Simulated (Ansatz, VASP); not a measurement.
## Ta: VASP beside Ansatz

```
CELL_PARAMETERS angstrom
-1.53236 1.53236 1.94625
1.53236 -1.53236 1.94625
1.53236 1.53236 -1.94625
ATOMIC_POSITIONS crystal
Ta 0.00000 0.00000 0.00000
```

Alike in both runs: task single point; functional PBE; k mesh 20 × 20 × 20; occupations gaussian, width 0.15 eV; no spin polarisation.

|  | VASP | Ansatz |
| --- | --- | --- |
| version | VASP 6.6.1 | Ansatz 0.2.0 |
| potentials or method | VASP PAW PBE potentials, release 64 (Ta_pv), cutoff 520 eV | scalar-relativistic, plane waves, PAW |
| valence electrons in the cell | 11 | 13 |

|  | VASP | Ansatz | Ansatz less VASP |
| --- | --- | --- | --- |
| gap on the k mesh at the Fermi level (eV) | none | none | - |
| pressure (GPa) | 4.2 | 4.1 | -0.06 |
| traceless stress, the component that is largest in VASP (GPa) | -9.68 | -9.66 | +0.017 |

A gap of «none» marks a metal or a gap that the smearing closes. VASP's potentials hold 11 valence electrons a cell and Ansatz's 13, so a difference there can come from the potentials and not from the codes.

Spin-orbit coupling is off throughout.
